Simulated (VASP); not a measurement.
# CuO (Tenorite): single point with RPBE

The system is CuO (Tenorite).

```
Cu O
1.0
     2.29679   -1.67842    0.00000
     2.29679    1.67842    0.00000
    -0.84299    0.00000    4.95615
Cu O
2 2
Direct
  0.49680 0.00320 0.50000
  0.00320 0.49680 0.00000
  0.40560 0.57140 0.75370
  0.57140 0.40560 0.25370
```

| Property | Result |
| --- | --- |
| Program | VASP 6.6.1 |
| Task | single point |
| Functional | RPBE |
| Potentials or basis | VASP PAW PBE potentials, release 64 (Cu_sv_GW, O) |
| Cutoff | 700 eV |
| k mesh | 10 × 10 × 5 |
| Occupations | fermi-dirac, width 0.05 eV |
| Spin | no spin polarisation |

```json
{
  "Pressure": "21.8 GPa",
  "Largest force": "0.993 eV/Å",
  "Band gap on the k mesh": "zero (band 25 reaches 7.02 eV, above the bottom of band 26 at 6.43 eV)"
}
```

Forces on the atoms (eV/Å):
```
Cu  -0.805 -0.482  0.326
Cu  -0.805  0.482  0.326
O    0.805 -0.022 -0.326
O    0.805  0.022 -0.326
```

Stress tensor (GPa, compression positive):
```
22.48  0.00 -4.12
 0.00 18.94  0.00
-4.12  0.00 24.08
```

Levels at points of the mesh, in eV from the Fermi level:
| k point | band 22 | band 23 | band 24 | band 25 | band 26 | band 27 | band 28 | band 29 |
| --- | --- | --- | --- | --- | --- | --- | --- | --- |
| (0.00, 0.00, 0.00) | -2.42 | -2.33 | -1.79 | 0.21 | 0.97 | 1.92 | 6.10 | 8.54 |
| (0.50, 0.00, 0.00) | -1.75 | -1.65 | -1.53 | -0.03 | 0.29 | 4.88 | 6.57 | 7.23 |
| (0.50, 0.50, 0.00) | -2.31 | -1.72 | -1.33 | -0.72 | 1.13 | 3.20 | 7.30 | 8.66 |

Wall time 3.1 min on 1 thread of Intel(R) Xeon(R) 6975P-C (Granite Rapids), with other jobs on the host, peak memory 0.38 GiB.

Caveat: the PAW data sets were made with another functional, which shifts forces and pressure a little; semilocal functionals often make such compounds metallic where correlation or magnetic order opens a gap, which also shifts bond lengths. With open d or f shells a metallic result of RPBE can be an artefact of self-interaction; +U or a hybrid may open a gap.
